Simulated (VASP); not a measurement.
# CoSn (P6/mmm) in VASP: notebook

The runs below take CoSn through single point, with PBE.

Everything below comes from runs of VASP 6.6.1. Logs are shortened: lines on timing, memory, paths and dates and some standing lists are left out, and cuts for length are marked.

## 1. The cell of the first run

It takes space group P6/mmm (No. 191, hexagonal). Conventional cell: a = 5.246 Å, b = 5.246 Å, c = 4.188 Å, α = 90.00°, β = 90.00°, γ = 120.00°. Within 3.4 Å of Co (site symmetry mmm) lie 6 Sn at 2.58 to 2.62 Å and 4 Co at 2.62 Å. Within 3.4 Å of Sn (site symmetry -6m2) lie 6 Co at 2.58 Å and 3 Sn at 3.03 Å. Sn (site symmetry 6/mmm) has 6 Co at 2.62 Å within 3.5 Å.

## 2. Single point, PBE, collinear spin

INCAR

```
SYSTEM = CoSn
PREC = Accurate ; ENCUT = 600
EDIFF = 1E-6 ; ISMEAR = 0
SIGMA = 0.15 ; LREAL = .FALSE.
LASPH = .TRUE. ; NELM = 200
ALGO = Normal ; ISIF = 2
LWAVE = .FALSE. ; LCHARG = .FALSE.
ISPIN = 2 ; MAGMOM = 2.14 2.14 2.14 0.14 0.14 0.21
LORBIT = 11 ; NUPDOWN = 7.2
LMAXMIX = 4 ; GGA = PE
NBANDS = 48 ; GGA_COMPAT = .FALSE.
```

KPOINTS

```
Automatic mesh
0
G
  5 5 5
  0 0 0
```

POSCAR

```
CoSn
1.0
    5.2460399300      0.0000000000      0.0000000000
   -2.6230199600      4.5432038500      0.0000000000
    0.0000000000      0.0000000000      4.1875903000
Co Sn
3 3
Direct
    0.0000000000      0.5000000000      0.0000000000
    0.5000000000      0.5000000000      0.0000000000
    0.5000000000      0.0000000000      0.0000000000
    0.6666666700      0.3333333300      0.5000000000
    0.3333333300      0.6666666700      0.5000000000
    0.0000000000      0.0000000000      0.0000000000
```

Potentials or basis: VASP PAW PBE potentials, release 64 (Co, Sn_d).

Started as:

```console
cat potpaw_PBE.64/Co/POTCAR potpaw_PBE.64/Sn_d/POTCAR > POTCAR
mpirun -np 1 vasp_std > vasp.out
```

OUTCAR:

```text
SYSTEM = CoSn
   PREC = Accurate
   ENCUT = 600
   EDIFF = 1E-6
   ISMEAR = 0
   LREAL = .FALSE.
   LASPH = .TRUE.
   NELM = 200
   ISIF = 2
   ISPIN = 2
   LORBIT = 11
   NUPDOWN = 7.2
   GGA = PE

 ion  position               nearest neighbor table
   1  0.000  0.500  0.000-   4 2.58   5 2.58   4 2.58   5 2.58   6 2.62   6 2.62   2 2.62   2 2.62
                             3 2.62   3 2.62
   2  0.500  0.500  0.000-   4 2.58   5 2.58   4 2.58   5 2.58   3 2.62   3 2.62   1 2.62   1 2.62
                             6 2.62   6 2.62
   3  0.500  0.000  0.000-   4 2.58   5 2.58   4 2.58   5 2.58   2 2.62   2 2.62   6 2.62   6 2.62
                             1 2.62   1 2.62
   4  0.667  0.333  0.500-   3 2.58   3 2.58   1 2.58   1 2.58   2 2.58   2 2.58   5 3.03   5 3.03
                             5 3.03   6 3.68   6 3.68   6 3.68   6 3.68   6 3.68   6 3.68
   5  0.333  0.667  0.500-   3 2.58   3 2.58   1 2.58   1 2.58   2 2.58   2 2.58   4 3.03   4 3.03
                             4 3.03   6 3.68   6 3.68   6 3.68   6 3.68   6 3.68   6 3.68
   6  0.000  0.000  0.000-   1 2.62   1 2.62   3 2.62   3 2.62   2 2.62   2 2.62   5 3.68   4 3.68
                             5 3.68   4 3.68   4 3.68   4 3.68   5 3.68   5 3.68   4 3.68   5 3.68

  LATTYP: Found a hexagonal cell.
 ALAT       =     5.2460399300
 C/A-ratio  =     0.7982383581

  Lattice vectors:

 A1 = (   5.2460399300,   0.0000000000,   0.0000000000)
 A2 = (  -2.6230199600,   4.5432038500,   0.0000000000)
 A3 = (   0.0000000000,   0.0000000000,   4.1875903000)

Analysis of symmetry for initial positions (statically):
=====================================================================
 Subroutine PRICEL returns:
 Original cell was already a primitive cell.

 Routine SETGRP: Setting up the symmetry group for a
 hexagonal supercell.

 Subroutine GETGRP returns: Found 24 space group operations
 (whereof 24 operations were pure point group operations)
 out of a pool of 24 trial point group operations.

The static configuration has the point symmetry D_6h.

Analysis of symmetry for dynamics (positions and initial velocities):
=====================================================================
 Subroutine PRICEL returns:
 Original cell was already a primitive cell.

 Routine SETGRP: Setting up the symmetry group for a
 hexagonal supercell.

 Subroutine GETGRP returns: Found 24 space group operations
 (whereof 24 operations were pure point group operations)
 out of a pool of 24 trial point group operations.

The dynamic configuration has the point symmetry D_6h.

Analysis of structural, dynamic, and magnetic symmetry:
=====================================================================
 Subroutine PRICEL returns:
 Original cell was already a primitive cell.

 Routine SETGRP: Setting up the symmetry group for a
 hexagonal supercell.

 Subroutine GETGRP returns: Found 24 space group operations
 (whereof 24 operations were pure point group operations)
 out of a pool of 24 trial point group operations.

The overall configuration has the point symmetry D_6h.

 Subroutine INISYM returns: Found 24 space group operations
 (whereof 24 operations are pure point group operations),
 and found     1 'primitive' translations

----------------------------------------------------------------------------------------

                                     Primitive cell

  volume of cell :      99.8063

  direct lattice vectors                    reciprocal lattice vectors
     5.246039930  0.000000000  0.000000000     0.190619975  0.110054494  0.000000000
    -2.623019960  4.543203850  0.000000000     0.000000000  0.220108988  0.000000000
     0.000000000  0.000000000  4.187590300     0.000000000  0.000000000  0.238800821

  length of vectors
     5.246039930  5.246039929  4.187590300     0.220108988  0.220108988  0.238800821

  position of ions in fractional coordinates (direct lattice)
     0.000000000  0.500000000  0.000000000
     0.500000000  0.500000000  0.000000000
     0.500000000  0.000000000  0.000000000
     0.666666670  0.333333330  0.500000000
     0.333333330  0.666666670  0.500000000
     0.000000000  0.000000000  0.000000000

  ion indices of the primitive-cell ions
   primitive index   ion index
                 1           1
                 2           2
                 3           3
                 4           4
[... 41 lines left out ...]
  0.000000  0.000000  0.400000      2.000000
  0.200000 -0.000000  0.400000     12.000000
  0.400000 -0.000000  0.400000     12.000000
  0.200000  0.200000  0.400000     12.000000
  0.400000  0.200000  0.400000     12.000000
   k-points           NKPTS =     15   k-points in BZ     NKDIM =     15   number of bands    NBANDS=     48
   number of dos      NEDOS =    301   number of ions     NIONS =      6
   total plane-waves  NPLWV =  63504
   dimension x,y,z NGX =    42 NGY =   42 NGZ =   36
   dimension x,y,z NGXF=    84 NGYF=   84 NGZF=   72
   ions per type =               3   3
   NGX,Y,Z   is equivalent  to a cutoff of  13.31, 13.31, 14.29 a.u.
   NGXF,Y,Z  is equivalent  to a cutoff of  26.62, 26.62, 28.58 a.u.
 SYSTEM =  CoSn
   PREC   = accura    normal or accurate (medium, high low for compatibility)
   ISTART =      0    job   : 0-new  1-cont  2-samecut
   ICHARG =      2    charge: 1-file 2-atom 10-const
   ISPIN  =      2    spin polarized calculation?
   LNONCOLLINEAR =      F non collinear calculations
   LSORBIT =      F    spin-orbit coupling
   LASPH  =      T    aspherical Exc in radial PAW
   ENCUT  =  600.0 eV  44.10 Ry    6.64 a.u.  10.48 10.48  8.36*2*pi/ulx,y,z
   NELM   =    200;   NELMIN=  2; NELMDL= -5     # of ELM steps
   EDIFF  = 0.1E-05   stopping-criterion for ELM
   LREAL  =      F    real-space projection
   EDIFFG = 0.1E-04   stopping-criterion for IOM
   NSW    =      0    number of steps for IOM
[... 5 lines left out ...]
   TEBEG  =    0.0;   TEEND  =   0.0 temperature during run
   PSTRESS=    0.0 pullay stress
   NELECT =      69.0000    total number of electrons
   NUPDOWN=       7.2000    fix difference up-down
   EMIN   =  10.00;   EMAX   =-10.00  energy-range for DOS
   EFERMI =   0.00;   METHOD = LEGACY
   ISMEAR =     0;   SIGMA  =   0.15  broadening in eV -4-tet -1-fermi 0-gaus
   EFERMI_NEDOS =   21; number of points for ismear=-14 and -15
   IALGO  =     38    algorithm
   IMIX   =      4    mixing-type and parameters
     AMIX     =   0.40;   BMIX     =  1.00
     AMIX_MAG =   1.60;   BMIX_MAG =  1.00
  volume/ion in A,a.u.               =      16.63       112.25
  Fermi-wavevector in a.u.,A,eV,Ry     =   1.447567  2.735504 28.510312  2.095449
  Thomas-Fermi vector in A             =   2.565507
   LORBIT       =     11    0 simple, 1 ext, 2 COOP (PROOUT), +10 PAW based schemes
   GGA     = PE    functional components
   LHFCALC =     F    Hartree Fock is set to
   AEXX    =    0.0000 exact exchange contribution
   IVDW    =     0    specifies the selected vdW correction
   LEPSILON=     F    determine dielectric tensor
   LRPA    =     F    only Hartree local field effects (RPA)
 spin polarized calculation
 Gauss-broadening in eV      SIGMA  =   0.15
  energy-cutoff  :      600.00
  volume of cell :       99.81
 maximum number of plane-waves:      3377
 NGX is ok and might be reduce to    42
   NGX = 21   NGY = 21   NGZ = 17

 number of electron      69.0000021 magnetization       7.2000098

 Free energy of the ion-electron system (eV)
  ---------------------------------------------------
  ext. energy  EPLUGINS =         0.00000000
  ---------------------------------------------------
  free energy    TOTEN  =       -30.15218291 eV

  energy without entropy =      -30.07175971  energy(sigma->0) =      -30.11197131

 E-fermi :   9.6189     XC(G=0): -11.8788

 val. band max:       11.9673192301   @ k =   0.4000  -0.0000   0.2000
 cond. band min:       9.6325407012   @ k =   0.2000   0.2000   0.2000
 fundamental gap:     -2.3347785288
 Fermi energy:        12.0017625527

 spin component 1

 k-point     1 :       0.0000    0.0000    0.0000
  band No.  band energies     occupation
      1     -11.0292      1.00000
      2     -11.0292      1.00000
      3     -11.0035      1.00000
      4     -10.9707      1.00000
      5     -10.9707      1.00000
      6     -10.8997      1.00000
[... 724 lines left out ...]
     45      18.3431      0.00000
     46      19.2781      0.00000
 Fermi energy:         9.6188626245

 spin component 2

 k-point     1 :       0.0000    0.0000    0.0000
  band No.  band energies     occupation
      1     -10.9587      1.00000
      2     -10.9587      1.00000
      3     -10.9567      1.00000
      4     -10.9180      1.00000
      5     -10.9180      1.00000
      6     -10.8394      1.00000
[... 724 lines left out ...]
     45      18.9304      0.00000
     46      19.8243      0.00000
 [bands above 46 left out]

------------------------ aborting loop because EDIFF is reached ----------------------------------------

  FORCE on cell =-STRESS in cart. coord.  units (eV):
  Direction    XX          YY          ZZ          XY          YZ          ZX
  --------------------------------------------------------------------------------------
  -------------------------------------------------------------------------------------
  Total        8.8011161      8.8011161     14.3727034      0.0000000     -0.0000000      0.0000000
  in kB      141.2831385    141.2831385    230.7230825      0.0000002     -0.0000000      0.0000000
  external PRESSURE =     171.0964532 kB  Pullay stress =       0.0000000 kB

 VOLUME and BASIS-vectors are now :
 -----------------------------------------------------------------------------
  energy-cutoff  :      600.00
  volume of cell :       99.81
      direct lattice vectors                 reciprocal lattice vectors
     5.246039930  0.000000000  0.000000000     0.190619975  0.110054494  0.000000000
    -2.623019960  4.543203850  0.000000000     0.000000000  0.220108988  0.000000000
     0.000000000  0.000000000  4.187590300     0.000000000  0.000000000  0.238800821

 POSITION                                       TOTAL-FORCE (eV/Angst)
 -----------------------------------------------------------------------------------
     -1.31151      2.27160      0.00000         0.000000      0.000000      0.000000
      1.31151      2.27160      0.00000         0.000000      0.000000      0.000000
      2.62302      0.00000      0.00000         0.000000      0.000000      0.000000
      2.62302      1.51440      2.09380        -0.000000      0.000000     -0.000000
     -0.00000      3.02880      2.09380         0.000000      0.000000      0.000000
      0.00000      0.00000      0.00000         0.000000      0.000000      0.000000
 -----------------------------------------------------------------------------------
    total drift:                                0.000000      0.000000     -0.000000

  FREE ENERGIE OF THE ION-ELECTRON SYSTEM (eV)
  ---------------------------------------------------
  free  energy   TOTEN  =       -30.1521829131 eV

  energy  without entropy=      -30.0717597080  energy(sigma->0) =      -30.11197131

 total charge

# of ion       s       p       d       tot
------------------------------------------
    1        0.432   0.523   7.296   8.250
    2        0.432   0.523   7.296   8.250
    3        0.432   0.523   7.296   8.250
    4        1.164   1.303  10.069  12.536
    5        1.164   1.303  10.069  12.536
    6        1.168   1.247  10.019  12.435
--------------------------------------------------
tot          4.791   5.422  52.046  62.258

 magnetization (x)

# of ion       s       p       d       tot
------------------------------------------
    1        0.024   0.056   1.856   1.937
    2        0.024   0.056   1.856   1.937
    3        0.024   0.056   1.856   1.937
    4        0.066   0.122   0.026   0.214
    5        0.066   0.122   0.026   0.214
    6        0.067   0.231   0.023   0.321
--------------------------------------------------
tot          0.272   0.644   5.643   6.559
```

Wall time 3.1 min (1 thread of Oxide Virtual Turin-like, shared host); peak memory 0.33 GiB.

Results:

```yaml
Free_energy: -30.1522 eV
Pressure: 17.1 GPa
Net_moment: 7.20 μB per cell
Site_moments: Co +1.94; Sn +0.21, +0.32 (each value once) μB
Valence_electrons_inside_the_program's_atomic_spheres: Co 8.25; Sn 12.54, 12.44 (each value once)
```

Stress tensor (GPa, compression positive):
```
14.13  0.00  0.00
 0.00 14.13  0.00
 0.00  0.00 23.07
```

Caveat: the stress differs along the axes, from 14 to 23 GPa; spin-orbit coupling is left out, which moves the levels of the heavy elements; the total moment is fixed, so each spin has its own Fermi level and the state may be an excited one.

## 3. Single point, PBE, collinear spin, ferromagnetic start

INCAR

```
SYSTEM = CoSn
  PREC = Accurate
  ENCUT = 600
  EDIFF = 1E-6
  ISMEAR = 0
  SIGMA = 0.15
  LREAL = .FALSE.
  LASPH = .TRUE.
  NELM = 200
  ALGO = Normal
  ISIF = 2
  LWAVE = .FALSE.
  LCHARG = .FALSE.
  ISPIN = 2
  MAGMOM = 2.49 2.49 2.49 0.25 0.25 0.32
  LORBIT = 11
  NUPDOWN = 9.0
  LMAXMIX = 4
  GGA = PE
  NBANDS = 48
  GGA_COMPAT = .FALSE.
```

KPOINTS

```
regular mesh
0
G
  5 5 5
  0 0 0
```

POSCAR is that of step 2.

Potentials or basis: VASP PAW PBE potentials, release 64 (Co, Sn_d).

Started as:

```console
cat potpaw_PBE.64/Co/POTCAR potpaw_PBE.64/Sn_d/POTCAR > POTCAR
mpirun -np 1 vasp_std > vasp.out
```

Wall time 2.2 min (1 thread of Oxide Virtual Turin-like, shared host); peak memory 0.32 GiB.

The run converged. Its results:

```
Free energy                                           : -27.5736 eV
Pressure                                              : 24.3 GPa
Net moment                                            : 9.00 μB per cell
Site moments                                          : Co +2.27; Sn +0.38, +0.48 (each value once) μB
Valence electrons inside the program's atomic spheres : Co 8.20; Sn 12.57, 12.48 (each value once)
```

Stress tensor (GPa, compression positive):
```
20.02  0.00  0.00
 0.00 20.02  0.00
 0.00  0.00 32.86
```

Caveat: the stress differs along the axes, from 20 to 33 GPa; spin-orbit coupling is left out, which moves the levels of the heavy elements; the total moment is fixed, so each spin has its own Fermi level and the state may be an excited one.
